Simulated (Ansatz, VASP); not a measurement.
# One calculation of Rh, two programs

```
Rh
1.0
     2.67564    0.00000    0.00000
    -1.33782    2.31717    0.00000
     0.00000    0.00000    8.72598
Rh
4
Direct
  0.00000 0.00000 0.00000
  0.33333 0.66667 0.25000
  0.00000 0.00000 0.50000
  0.66667 0.33333 0.75000
```

Alike in both runs: functional PBEsol; k mesh 18 × 18 × 6; occupations gaussian, width 0.1 eV; no spin polarisation.

Ansatz relaxed the structure, and its values are those at the end. VASP's run is a single point on that final structure, the one shown.

|  | VASP | Ansatz |
| --- | --- | --- |
| version | VASP 6.6.1 | Ansatz 0.2.0 |
| potentials or method | VASP PAW PBE potentials, release 64 (Rh_pv), cutoff 520 eV | scalar-relativistic, plane waves, PAW |
| valence electrons in the cell | 60 | 68 |

```csv
,VASP,Ansatz,Ansatz less VASP
gap on the k mesh at the Fermi level (eV),none,none,-
pressure (GPa),-0.1,0.0,+0.08
```

VASP's potentials were made for PBE, not for PBEsol. A gap of «none» marks a metal or a gap that the smearing closes. With one functional, cell and mesh, what is left measures potentials, basis and numerics. VASP's potentials hold 60 valence electrons a cell and Ansatz's 68, so a difference there can come from the potentials and not from the codes.
